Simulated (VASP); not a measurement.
Input of a VASP 6.6.1 run:

Contents of INCAR:

```
SYSTEM = B2Sb3Os
PREC = Accurate
ENCUT = 520
EDIFF = 1E-7
ISMEAR = 0
SIGMA = 0.1
LREAL = .False.
LASPH = .True.
NELM = 100
ALGO = Normal
ISIF = 2
LWAVE = .False.
LCHARG = .False.
GGA = PE
NBANDS = 24
```

Contents of KPOINTS:

```
Automatic mesh
0
Gamma
  6 6 2
  0 0 0
```

File POSCAR:

```
B2Sb3Os
1.0
    4.0433966968      0.0000000000      0.0000000000
    0.0000000000      4.0433966968      0.0000000000
    0.0000000000      0.0000000000      7.5533627864
B Sb Os
2 3 1
Direct
    0.0000000000      0.5000000000      0.8520357950
    0.5000000000      0.0000000000      0.1479642050
    0.5000000000      0.5000000000      0.0000000000
    0.0000000000      0.5000000000      0.5529453168
    0.5000000000      0.0000000000      0.4470546832
    0.0000000000      0.0000000000      0.0000000000
```

Potentials or basis: VASP PAW PBE potentials, release 64 (B, Sb, Os).

Run with:

```bash
$ cat potpaw_PBE.64/B/POTCAR potpaw_PBE.64/Sb/POTCAR potpaw_PBE.64/Os/POTCAR > POTCAR
$ mpirun -np 1 vasp_std > vasp.out
```

Problem. What does it give for the largest force?

Solution. 0.040 eV/Å.

Problem. Predict the pressure.

Solution. 0.4 GPa.

Problem. Predict the band gap on the k mesh.

Solution. Zero (an odd number of electrons rules out a gap without spin polarisation).

Forces on the atoms (eV/Å):
```
B    0.000  0.000  0.005
B    0.000  0.000 -0.005
Sb   0.000  0.000  0.000
Sb   0.000  0.000 -0.040
Sb   0.000  0.000  0.040
Os   0.000  0.000  0.000
```

Caveat: the k points lie up to 0.42 Å⁻¹ apart, too coarse for converged energies and pressures of a metal; spin-orbit coupling is left out, which moves the levels of the heavy elements; an odd number of electrons without spin polarisation forces a metal; a magnetic or distorted state may lie lower.
